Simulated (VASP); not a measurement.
Crystal: SnSe2.

```xyz
3
Lattice="3.8717 0.0000 0.0000 -1.9358 3.3530 0.0000 0.0000 0.0000 6.8317" Properties=species:S:1:pos:R:3 pbc="T T T"
Sn    0.0000    0.0000    0.0000
Se    1.9358    1.1177    5.2690
Se    0.0000    2.2353    1.5627
```

This cell differs from its parent crystal: strain along c alone, the other axes held: -2.0 %.

| Property | Result |
| --- | --- |
| Program | VASP 6.6.1 |
| Task | relaxation of the atoms |
| Functional | PBE |
| Potentials or basis | VASP PAW PBE potentials, release 64 (Sn_d, Se) |
| Cutoff | 520 eV |
| k mesh | 12 × 12 × 4 |
| Occupations | gaussian, width 0.02 eV |
| Spin | no spin polarisation |

At the start: pressure 1.1 GPa; volume 29.56 Å³/atom.

How do energy, volume and symmetry change on relaxing?

Over 3 steps the energy falls by 3.3 meV/atom; space group P-3m1 (No. 164, to 0.1 Å) before and after.

Step by step:
| step | energy change (eV) | largest force (eV/Å) | pressure (GPa) |
| --- | --- | --- | --- |
| 1 | 0.0000 | 0.3041 | 1.11 |
| 2 | -0.0069 | 0.1673 | 0.65 |
| 3 | -0.0100 | 0.0036 | 0.10 |

Final structure:
```
Sn Se
1.0
     3.87167    0.00000    0.00000
    -1.93584    3.35297    0.00000
     0.00000    0.00000    6.83168
Sn Se
1 2
Direct
  0.00000 0.00000 0.00000
  0.66667 0.33333 0.76649
  0.33333 0.66667 0.23351
```

Caveat: the cell differs from its parent crystal (strain along c alone, the other axes held: -2.0 %); this functional lacks dispersion, which binds the layers, so the pressure and a relaxed spacing across them are unreliable.
